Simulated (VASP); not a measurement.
# BN (Cm) in VASP: a series of runs

The runs below take BN through single point, with PBE+D3(BJ).

Program: VASP 6.6.1. These are calculated values, not measurements. Logs are shortened: lines on timing, memory, paths and dates and some standing lists are left out, and cuts for length are marked.

## (1) The cell of the first run

Symmetry: Cm, No. 8, monoclinic system. The conventional cell has a = 4.334 Å, b = 2.502 Å, c = 3.669 Å, α = 90.00°, β = 113.19°, γ = 90.00°. Within 1.3 Å of B (site symmetry m) lie 1 N at 0.94 Å. Within 1.3 Å of N (site symmetry m) lie 1 B at 0.94 Å.

## (2) Single point, PBE+D3(BJ)

File INCAR:

```
SYSTEM = BN
  ALGO = Normal
  EDIFF = 1E-6
  ENCUT = 520
  GGA = PE
  ISIF = 2
  ISMEAR = 0
  IVDW = 12
  LASPH = .TRUE.
  LCHARG = .FALSE.
  LREAL = .FALSE.
  LWAVE = .FALSE.
  NBANDS = 11
  NELM = 60
  PREC = Accurate
  SIGMA = 0.05
```

File KPOINTS:

```
k-points
0
G
  12 12 12
  0 0 0
```

File POSCAR:

```
BN
1.0
    1.2511217832      0.7223354983      3.3729344033
   -1.2511217832      0.7223354983      3.3729344033
    0.0000000000     -1.4446709967      3.3729344033
B N
1 1
Direct
    0.7688544820      1.1149535443      1.1149535443
    0.3327618000      0.3327618000      0.3327618000
```

Potentials or basis: VASP PAW PBE potentials, release 64 (B, N).

The run is started by

```console
> cat potpaw_PBE.64/B/POTCAR potpaw_PBE.64/N/POTCAR > POTCAR
> mpirun -np 1 vasp_std > vasp.out
```

OUTCAR:

```text
SYSTEM = BN
   EDIFF = 1E-6
   ENCUT = 520
   GGA = PE
   ISIF = 2
   ISMEAR = 0
   IVDW = 12
   LASPH = .TRUE.
   LREAL = .FALSE.
   NELM = 60
   PREC = Accurate
 IVDW          = 12

 ion  position               nearest neighbor table
   1  0.769  0.115  0.115-   2 0.94   2 1.75   2 1.75
   2  0.333  0.333  0.333-   1 0.94   1 1.75   1 1.75

 -----------------------------------------------------------------------------
|                                                                             |
|           W    W    AA    RRRRR   N    N  II  N    N   GGGG   !!!           |
|           W    W   A  A   R    R  NN   N  II  NN   N  G    G  !!!           |
|           W    W  A    A  R    R  N N  N  II  N N  N  G       !!!           |
|           W WW W  AAAAAA  RRRRR   N  N N  II  N  N N  G  GGG   !            |
|           WW  WW  A    A  R   R   N   NN  II  N   NN  G    G                |
|           W    W  A    A  R    R  N    N  II  N    N   GGGG   !!!           |
|                                                                             |
|     The distance between some ions is very small. Please check the          |
|     nearest-neighbor list in the OUTCAR file.                               |
|     I HOPE YOU KNOW WHAT YOU ARE DOING!                                     |
|                                                                             |
 -----------------------------------------------------------------------------

  LATTYP: Found a trigonal (rhomboedric) cell.
 ALAT       =     3.6692997666
 COS(alpha) =     0.7674786796

  Lattice vectors:

 A1 = (   1.2511217832,   0.7223354983,   3.3729344033)
 A2 = (  -1.2511217832,   0.7223354983,   3.3729344033)
 A3 = (   0.0000000000,  -1.4446709967,   3.3729344033)

Analysis of symmetry for initial positions (statically):
=====================================================================
 Subroutine PRICEL returns:
 Original cell was already a primitive cell.

 Routine SETGRP: Setting up the symmetry group for a
 trigonal (rhombohedral) supercell.

 Subroutine GETGRP returns: Found  2 space group operations
 (whereof  2 operations were pure point group operations)
 out of a pool of 12 trial point group operations.

The static configuration has the point symmetry C_1h.

Analysis of symmetry for dynamics (positions and initial velocities):
=====================================================================
 Subroutine PRICEL returns:
 Original cell was already a primitive cell.

 Routine SETGRP: Setting up the symmetry group for a
 trigonal (rhombohedral) supercell.

 Subroutine GETGRP returns: Found  2 space group operations
 (whereof  2 operations were pure point group operations)
 out of a pool of 12 trial point group operations.

The dynamic configuration has the point symmetry C_1h.

 Subroutine INISYM returns: Found  2 space group operations
 (whereof  2 operations are pure point group operations),
 and found     1 'primitive' translations

----------------------------------------------------------------------------------------

                                     Primitive cell

  volume of cell :      18.2893

  direct lattice vectors                    reciprocal lattice vectors
     1.251121783  0.722335498  3.372934403     0.399641351  0.230733042  0.098825916
    -1.251121783  0.722335498  3.372934403    -0.399641351  0.230733042  0.098825916
     0.000000000 -1.444670997  3.372934403     0.000000000 -0.461466083  0.098825916

  length of vectors
     3.669299767  3.669299767  3.669299767     0.471929558  0.471929558  0.471929558

  position of ions in fractional coordinates (direct lattice)
     0.768854482  0.114953544  0.114953544
     0.332761800  0.332761800  0.332761800

  ion indices of the primitive-cell ions
   primitive index   ion index
                 1           1
                 2           2

----------------------------------------------------------------------------------------

 KPOINTS: k-points

Automatic generation of k-mesh.
 Grid dimensions read from file:
 generate k-points for:   12   12   12

 Generating k-lattice:

  Cartesian coordinates                     Fractional coordinates (reciprocal lattice)
     0.033303446  0.019227753  0.008235493     0.083333333  0.000000000  0.000000000
    -0.033303446  0.019227753  0.008235493     0.000000000  0.083333333  0.000000000
     0.000000000 -0.038455507  0.008235493     0.000000000  0.000000000  0.083333333

  Length of vectors
     0.039327463  0.039327463  0.039327463

  Shift w.r.t. Gamma in fractional coordinates (k-lattice)
     0.000000000  0.000000000  0.000000000

 Subroutine IBZKPT returns following result:
 ===========================================

 Found    476 irreducible k-points:

 Following reciprocal coordinates:
            Coordinates               Weight
  0.000000  0.000000  0.000000      1.000000
  0.083333  0.000000 -0.000000      2.000000
  0.000000  0.083333 -0.000000      4.000000
  0.166667  0.000000  0.000000      2.000000
  0.000000  0.166667  0.000000      4.000000
  0.250000  0.000000 -0.000000      2.000000
[... 16 lines left out ...]
 -0.000000  0.333333  0.083333      4.000000
 -0.083333 -0.333333  0.000000      4.000000
 [... further k-points ...]
   k-points           NKPTS =    476   k-points in BZ     NKDIM =    476   number of bands    NBANDS=     11
   number of dos      NEDOS =    301   number of ions     NIONS =      2
   total plane-waves  NPLWV =  21952
   dimension x,y,z NGX =    28 NGY =   28 NGZ =   28
   dimension x,y,z NGXF=    56 NGYF=   56 NGZF=   56
   ions per type =               1   1
   NGX,Y,Z   is equivalent  to a cutoff of  12.69, 12.69, 12.69 a.u.
   NGXF,Y,Z  is equivalent  to a cutoff of  25.37, 25.37, 25.37 a.u.
 SYSTEM =  BN
   PREC   = accura    normal or accurate (medium, high low for compatibility)
   ISTART =      0    job   : 0-new  1-cont  2-samecut
   ICHARG =      2    charge: 1-file 2-atom 10-const
   ISPIN  =      1    spin polarized calculation?
   LNONCOLLINEAR =      F non collinear calculations
   LSORBIT =      F    spin-orbit coupling
   LASPH  =      T    aspherical Exc in radial PAW
   ENCUT  =  520.0 eV  38.22 Ry    6.18 a.u.   6.82  6.82  6.82*2*pi/ulx,y,z
   NELM   =     60;   NELMIN=  2; NELMDL= -5     # of ELM steps
   EDIFF  = 0.1E-05   stopping-criterion for ELM
   LREAL  =      F    real-space projection
   EDIFFG = 0.1E-04   stopping-criterion for IOM
   NSW    =      0    number of steps for IOM
   IBRION =     -1    ionic relax: 0-MD 1-quasi-New 2-CG
   NFREE  =      0    steps in history (QN), initial steepest desc. (CG)
   ISIF   =      2    stress and relaxation
   ISYM   =      2    0-nonsym 1-usesym 2-fastsym
   POTIM  = 0.5000    time-step for ionic-motion
   TEBEG  =    0.0;   TEEND  =   0.0 temperature during run
   PSTRESS=    0.0 pullay stress
   NELECT =       8.0000    total number of electrons
   NUPDOWN=      -1.0000    fix difference up-down
   EMIN   =  10.00;   EMAX   =-10.00  energy-range for DOS
   EFERMI =   0.00;   METHOD = LEGACY
   ISMEAR =     0;   SIGMA  =   0.05  broadening in eV -4-tet -1-fermi 0-gaus
   EFERMI_NEDOS =   21; number of points for ismear=-14 and -15
   IALGO  =     38    algorithm
   IMIX   =      4    mixing-type and parameters
     AMIX     =   0.40;   BMIX     =  1.00
     AMIX_MAG =   1.60;   BMIX_MAG =  1.00
  volume/ion in A,a.u.               =       9.14        61.71
  Fermi-wavevector in a.u.,A,eV,Ry     =   1.242717  2.348395 21.012099  1.544346
  Thomas-Fermi vector in A             =   2.377059
   LORBIT       =      0    0 simple, 1 ext, 2 COOP (PROOUT), +10 PAW based schemes
   GGA     = PE    functional components
   LHFCALC =     F    Hartree Fock is set to
   AEXX    =    0.0000 exact exchange contribution
   IVDW    =    12    specifies the selected vdW correction
   LEPSILON=     F    determine dielectric tensor
   LRPA    =     F    only Hartree local field effects (RPA)
 non-spin polarized calculation
 Gauss-broadening in eV      SIGMA  =   0.05
  energy-cutoff  :      520.00
  volume of cell :       18.29
 maximum number of plane-waves:       517
   NGX = 13   NGY = 13   NGZ = 13

 number of electron       8.0000000 magnetization

 Free energy of the ion-electron system (eV)
  ---------------------------------------------------
  ext. energy  EPLUGINS =         0.00000000
  ---------------------------------------------------
  free energy    TOTEN  =        -6.41514049 eV

  energy without entropy =       -6.41514049  energy(sigma->0) =       -6.41514049

 E-fermi :   2.7650     XC(G=0):  -9.6876

 val. band max:        2.4399688724   @ k =   0.0000   0.0000   0.0000
 cond. band min:       6.2111873789   @ k =  -0.0000   0.5000   0.5000
 fundamental gap:      3.7712185065
 Fermi energy:         2.7649890661

 k-point     1 :       0.0000    0.0000    0.0000
  band No.  band energies     occupation
      1     -15.6769      2.00000
      2      -3.2980      2.00000
      3      -2.9810      2.00000
      4       2.4400      2.00000
      5       7.1697      0.00000
      6      11.5499      0.00000
      7      13.7476      0.00000
      8      17.3304      0.00000
      9      23.5447      0.00000
     10      25.3435      0.00000
     11      27.0207      0.00000

 k-point     2 :       0.0833    0.0000   -0.0000
  band No.  band energies     occupation
      1     -15.5801      2.00000
      2      -3.1987      2.00000
      3      -3.1139      2.00000
      4       2.0218      2.00000
      5       7.3635      0.00000
      6      12.3228      0.00000
      7      13.7724      0.00000
      8      16.4336      0.00000
      9      22.1738      0.00000
     10      26.0153      0.00000
     11      28.6428      0.00000
[... 295 lines left out ...]
 k-point    24 :      -0.0833   -0.3333    0.0000
  band No.  band energies     occupation
      1     -14.2044      2.00000
      2      -5.1214      2.00000
      3      -2.1116      2.00000
      4       0.0697      2.00000
      5       7.0893      0.00000
      6      11.1014      0.00000
      7      14.0864      0.00000
      8      17.9862      0.00000
      9      19.8986      0.00000
     10      23.8961      0.00000
     11      28.1827      0.00000

 [... further k-points ...]

------------------------ aborting loop because EDIFF is reached ----------------------------------------

 Edisp (eV)   -0.27868

 E8    (eV) :    -0.0815

  FORCE on cell =-STRESS in cart. coord.  units (eV):
  Direction    XX          YY          ZZ          XY          YZ          ZX
  --------------------------------------------------------------------------------------
  -------------------------------------------------------------------------------------
  Total      45.71688    15.19449    -0.17683    26.43317     0.05325     0.09223
  in kB    4004.87967  1331.06395   -15.49092  2315.59234     4.66451     8.07918
  external pressure =     1773.48 kB  Pullay stress =        0.00 kB

 VOLUME and BASIS-vectors are now :
 -----------------------------------------------------------------------------
  energy-cutoff  :      520.00
  volume of cell :       18.29
      direct lattice vectors                 reciprocal lattice vectors
     1.251121783  0.722335498  3.372934403     0.399641351  0.230733042  0.098825916
    -1.251121783  0.722335498  3.372934403    -0.399641351  0.230733042  0.098825916
     0.000000000 -1.444670997  3.372934403     0.000000000 -0.461466083  0.098825916

 POSITION                                       TOTAL-FORCE (eV/Angst)
 -----------------------------------------------------------------------------------
      0.81811      0.47234      3.36876        62.154463     35.884896      0.090915
      0.00000     -0.00000      3.36715       -62.154463    -35.884896     -0.090915
 -----------------------------------------------------------------------------------
    total drift:                               -0.000022     -0.000013     -0.000048

  FREE ENERGIE OF THE ION-ELECTRON SYSTEM (eV)
  ---------------------------------------------------
  free  energy   TOTEN  =        -6.6938172568 eV

  energy  without entropy=       -6.6938172568  energy(sigma->0) =       -6.69381726
```

Run time: 56 s. Hardware: 1 thread of Intel Xeon 6975P-C (Granite Rapids), shared host; peak memory 0.23 GiB.

What came out:

| Property | Result |
| --- | --- |
| Free energy | -6.6938 eV |
| Pressure | 177.3 GPa |
| Largest force | 71.770 eV/Å |
| Band gap on the k mesh | 3.77 eV, indirect (least direct gap 4.73 eV) |
| Dispersion energy per atom | -0.139 eV |

Forces in eV/Å, atoms in the order of the input:
```
B    62.154  35.885   0.091
N   -62.154 -35.885  -0.091
```

Stress tensor (GPa, compression positive):
```
400.49 231.56   0.81
231.56 133.11   0.47
  0.81   0.47  -1.55
```

Caveat: the cell differs from its parent crystal (all B atoms moved +0.500 Å, as atom 1 towards its neighbour atom 2 (N) at 1.445 Å); forces of over 1 eV/Å act on the atoms, so gaps and moduli don't describe the material at rest. A k mesh can miss the band edges.

## (3) Single point, PBE+D3(BJ)

File INCAR:

```
ALGO = Normal
EDIFF = 1E-6
ENCUT = 520
GGA = PE
ISIF = 2
ISMEAR = 0
IVDW = 12
LASPH = True
LCHARG = True
LELF = True
LREAL = False
LVHAR = True
LWAVE = False
NBANDS = 11
NELM = 80
PREC = Accurate
SIGMA = 0.05
```

File KPOINTS:

```
k-points
0
Gamma
  12 12 12
```

Edit POSCAR of step 2 so:

```diff
@@ -8,3 +8,3 @@
 Direct
-    0.7688544820      1.1149535443      1.1149535443
+    1.1727837385      0.9132094417      0.9132094417
     0.3327618000      0.3327618000      0.3327618000
```

Potentials or basis: VASP PAW PBE potentials, release 64 (B, N).

The run is started by

```console
> cat potpaw_PBE.64/B/POTCAR potpaw_PBE.64/N/POTCAR > POTCAR
> mpirun -np 1 vasp_std > vasp.out
```

Run time: 56 s. Hardware: 1 thread of Intel Xeon 6975P-C (Granite Rapids), shared host; peak memory 0.23 GiB.

Results (log left out):

```
Free energy                : -16.1019 eV
Pressure                   : 33.2 GPa
Largest force              : 6.064 eV/Å
Band gap on the k mesh     : 1.30 eV, indirect (least direct gap 3.06 eV)
Dispersion energy per atom : -0.139 eV
```

Forces in eV/Å, atoms in the order of the input:
```
B   -5.251 -3.032  0.002
N    5.251  3.032 -0.002
```

Stress tensor (GPa, compression positive):
```
 35.82 -25.01   0.06
-25.01  64.70   0.04
  0.06   0.04  -0.88
```

Levels at points of the mesh, in eV from the valence-band top:
```tsv
k point	band 1	band 2	band 3	band 4	band 5	band 6	band 7	band 8	band 9
(0.00, 0.00, 0.00)	-19.74	-7.24	-6.38	0.00	3.06	7.04	11.77	12.87	16.13
(0.50, 0.00, 0.00)	-16.29	-10.15	-8.64	-3.94	6.24	8.14	11.29	13.10	15.69
(0.00, 0.50, 0.00)	-17.19	-11.20	-3.85	-2.28	2.31	5.19	10.61	12.75	18.70
(0.50, 0.50, 0.00)	-17.13	-11.09	-3.90	-2.79	1.30	5.09	12.28	15.36	17.96
(0.00, 0.50, 0.50)	-16.21	-10.03	-8.68	-4.49	5.22	7.99	11.64	14.74	16.70
(0.50, 0.50, 0.50)	-19.48	-8.25	-7.25	-0.01	6.50	8.22	10.72	14.59	15.98
```

Caveat: the cell differs from its parent crystal (all B atoms moved -0.375 Å, as atom 1 towards its neighbour atom 2 (N) at 1.445 Å); forces of over 1 eV/Å act on the atoms, so gaps and moduli don't describe the material at rest. A k mesh can miss the band edges.

[end of part 1 of 2]
